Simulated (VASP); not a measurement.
Input of a VASP 6.6.1 run:

Contents of INCAR:

```
SYSTEM = SiNi
ALGO = Normal
EDIFF = 1E-6
ENCUT = 520
GGA = CA
ISIF = 2
ISMEAR = 0
LASPH = .TRUE.
LCHARG = .TRUE.
LELF = .TRUE.
LREAL = .FALSE.
LVHAR = .TRUE.
LWAVE = .FALSE.
NBANDS = 38
NELM = 60
PREC = Accurate
SIGMA = 0.1
```

Contents of KPOINTS:

```
k-points
0
G
  4 4 4
  0 0 0
```

File POSCAR:

```
SiNi
1.0
    4.4272270926      0.0000000000      0.0000000000
    0.0000000000      4.4272270926      0.0000000000
    0.0000000000      0.0000000000      4.4272270926
Si Ni
4 4
Direct
    0.6536710298      0.1536710298      0.3463289702
    0.1536710298      0.3463289702      0.6536710298
    0.3463289702      0.6536710298      0.1536710298
    0.8463289702      0.8463289702      0.8463289702
    0.3504371293      0.8504371293      0.6495628707
    0.8504371293      0.6495628707      0.3504371293
    0.6495628707      0.3504371293      0.8504371293
    0.1495628707      0.1495628707      0.1495628707
```

Potentials or basis: VASP PAW LDA potentials, release 64 (Si, Ni).

Launch:

```sh
$ cat potpaw_LDA.64/Si/POTCAR potpaw_LDA.64/Ni/POTCAR > POTCAR
$ mpirun -np 1 vasp_std > vasp.out
```

**Question.** Estimate the largest force.

**Answer.** 0.008 eV/Å.

**Question.** What does it give for the band gap on the k mesh?

**Answer.** Zero (bands 28 and 29 overlap by 1.28 eV).

Forces in eV/Å, atoms in the order of the input:
```
Si   0.000  0.000  0.000
Si   0.000  0.000  0.000
Si   0.000  0.000  0.000
Si   0.000  0.000  0.000
Ni   0.004  0.004 -0.004
Ni   0.004 -0.004  0.004
Ni  -0.004  0.004  0.004
Ni  -0.004 -0.004 -0.004
```

Spin polarisation is off, so any magnetic state and its effect on volume and gap are missing.
